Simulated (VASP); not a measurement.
A run of VASP 6.6.1 is set up as follows.

File POSCAR:

```
Pd
1.0
    2.7496501755      0.0000000000      0.0000000000
   -1.3748250878      2.3812669035      0.0000000000
    0.0000000000      0.0000000000      4.4901787366
Pd
2
Direct
    0.3333333333      0.6666666667      0.2500000000
    0.6666666667      0.3333333333      0.7500000000
```

Contents of INCAR.step1:

```
PREC = Accurate ; ENCUT = 550
ISMEAR = 0 ; SIGMA = 0.1
LREAL = False ; LASPH = True
NELM = 120 ; NBANDS = 17
GGA = PE ; ALGO = Normal
EDIFF = 1E-5 ; LWAVE = True
LCHARG = False ; GGA_COMPAT = False
```

INCAR.step2

```
PREC = Accurate ; ENCUT = 550
EDIFF = 1E-6 ; ISMEAR = 0
SIGMA = 0.1 ; LREAL = False
LASPH = True ; NELM = 120
ALGO = Normal ; ISIF = 2
LWAVE = False ; LCHARG = True
METAGGA = R2SCAN ; LMIXTAU = True
LELF = True ; LVHAR = True
NBANDS = 17 ; ISTART = 1
GGA_COMPAT = False
```

Contents of KPOINTS:

```
regular mesh
0
Gamma
  9 9 4
```

Potentials or basis: VASP PAW PBE potentials, release 64 (Pd).

The run is started by

```sh
$ cat potpaw_PBE.64/Pd/POTCAR > POTCAR
$ cp INCAR.step1 INCAR
$ mpirun -np 1 vasp_std > vasp.out
$ cp INCAR.step2 INCAR
$ mpirun -np 1 vasp_std > vasp.out
```

Question: Predict the band gap on the k mesh.

Answer: Zero (bands 10 and 11 overlap by 0.86 eV).

Question: Predict the pressure.

Answer: 4.6 GPa.

Stress tensor (GPa, compression positive):
```
3.61 0.00 0.00
0.00 3.61 0.00
0.00 0.00 6.73
```

Caveat: the cell stands under pressure; the PAW data sets were made with another functional, which shifts forces and pressure a little.
